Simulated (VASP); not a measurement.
The system is WS2.

```xyz
3
Lattice="1.5859 0.9156 6.2375 -1.5859 0.9156 6.2375 0.0000 -1.8312 6.2375" Properties=species:S:1:pos:R:3 pbc="T T T"
W     0.0000    0.0000   -0.0002
S     0.0000    0.0000    7.7993
S     0.0000    0.0000    4.6759
```

Base run:

* Program: VASP 6.6.1
* Functional: PBE
* Potentials or basis: VASP PAW PBE potentials, release 64 (W_sv, S)
* Cutoff: 520 eV
* k mesh: 10 × 10 × 10
* Occupations: gaussian, width 0.01 eV
* Spin: no spin polarisation

Its results: band gap on the k mesh 1.14 eV (least direct gap 2.19 eV); pressure 3.2 GPa; largest force 0.197 eV/Å.

Question: The run is repeated on the same cell with these changes: functional from PBE to r2SCAN; further incar settings from ALGO = Normal; EDIFF = 1e-06; NBANDS = 20 to ALGO = Normal; EDIFF = 1e-07; NBANDS = 20. What comes out?

Answer: Band gap on the k mesh 1.25 eV (least direct gap 2.32 eV); pressure 1.4 GPa; largest force 0.031 eV/Å.

Caveats: spin-orbit coupling is left out, which moves the levels of the heavy elements; the cell stands under pressure (at least some runs); the PAW data sets were made with another functional, which shifts forces and pressure a little (at least some runs).

A k mesh can miss the band edges.
